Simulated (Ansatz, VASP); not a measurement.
SnPt2Se3: VASP beside Ansatz

```
Sn Pt Se
1.0
     6.03039    0.00000    0.00000
    -3.01519    5.22247    0.00000
     0.00000    0.00000    4.65975
Sn Pt Se
1 2 3
Cartesian
  0.0000 0.0000 0.0000
  0.0000 3.4816 0.0000
  3.0152 1.7408 0.0000
  3.0152 0.0000 2.3299
  1.5076 2.6112 2.3299
  -1.5076 2.6112 2.3299
```

Change from the starting cell: species swapped into the CeAl3Pd2 type (P6/mmm, No. 191).

Alike in both runs: task single point; functional PBE; k mesh 3 × 3 × 4; occupations gaussian, width 0.1 eV; no spin polarisation.

```csv
,VASP,Ansatz
version,VASP 6.6.1,Ansatz 0.2.0
potentials or method,"VASP PAW PBE potentials, release 64 (Sn_d, Pt, Se), cutoff 520 eV","scalar-relativistic, plane waves, PAW"
valence electrons in the cell,52,98
```

|  | VASP | Ansatz | Ansatz less VASP |
| --- | --- | --- | --- |
| gap on the k mesh at the Fermi level (eV) | none | none | - |
| pressure (GPa) | -9.4 | -9.4 | +0.05 |
| traceless stress, the component that is largest in VASP (GPa) | -5.86 | -5.85 | +0.009 |

A gap of «none» marks a metal or a gap that the smearing closes. VASP's potentials hold 52 valence electrons a cell and Ansatz's 98, so a difference there can come from the potentials and not from the codes.

The k mesh is coarse, so the values compare programs but aren't converged. Neither program's run includes spin-orbit coupling.
